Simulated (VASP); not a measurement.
A run of VASP 6.6.1 is set up as follows.

Contents of INCAR:

```
SYSTEM = HfSiO4
ALGO     = Normal         ! electronic algorithm
EDIFF    = 1E-6           ! SCF threshold, eV
ENCUT    = 600            ! plane-wave cutoff, eV
GGA      = PE             ! functional
GGA_COMPAT= .False.      
ISIF     = 2              ! what is computed and relaxed
ISMEAR   = 0              ! smearing method
LASPH    = .True.         ! aspherical terms in the spheres
LCHARG   = .False.        ! write CHGCAR
LREAL    = .False.        ! projectors in reciprocal space
LWAVE    = .False.        ! write WAVECAR
NBANDS   = 50             ! bands
NELM     = 120            ! most SCF steps
PREC     = Accurate       ! precision mode
SIGMA    = 0.1            ! smearing width, eV
```

The input KPOINTS:

```
k-points
0
Gamma
  3 3 2
  0 0 0
```

File POSCAR:

```
HfSiO4
1.0
    5.8428117969     -0.0029726614     -0.0035019818
   -2.9239762684      5.0636143513     -0.0027442098
   -0.0056753936     -0.0084112417      9.5219610883
Hf Si O
2 2 8
Direct
    0.3354710794      0.6701892919      0.4379713022
    0.6641125080      0.3293828953      0.9379856376
    0.3313943392      0.6631593839      0.0624013397
    0.6688242863      0.3370237526      0.5624436564
    0.3347394685      0.6669487660      0.2338797705
    0.6674320496      0.3331336476      0.7339502372
    0.4820897129      0.9659484797      0.0034297840
    0.5144432252      0.4876752767      0.5065502937
    0.0258710832      0.5094064453      0.0066841600
    0.5196485796      0.0340022811      0.5032179467
    0.4824140106      0.5099139206      0.0054245027
    0.9735596576      0.4932158593      0.5060613692
```

Potentials or basis: VASP PAW PBE potentials, release 64 (Hf_pv, Si, O).

The run is started by

```console
$ cat potpaw_PBE.64/Hf_pv/POTCAR potpaw_PBE.64/Si/POTCAR potpaw_PBE.64/O/POTCAR > POTCAR
$ mpirun -np 1 vasp_std > vasp.out
```

Problem. What does it give for the pressure?

Solution. -0.7 GPa.

Problem. Predict the largest force.

Solution. 0.205 eV/Å.

Problem. What does it give for the band gap on the k mesh?

Solution. 4.77 eV.

Forces in eV/Å, atoms in the order of the input:
```
Hf  -0.004 -0.004 -0.016
Hf  -0.003  0.002 -0.017
Si   0.004 -0.001 -0.007
Si  -0.001  0.003  0.005
O   -0.003 -0.002  0.205
O   -0.001 -0.003  0.185
O    0.000  0.173 -0.055
O   -0.146  0.087 -0.065
O   -0.153 -0.084 -0.060
O   -0.001 -0.163 -0.054
O    0.154 -0.085 -0.058
O    0.153  0.077 -0.065
```

Caveat: spin-orbit coupling is left out, which moves the levels of the heavy elements.
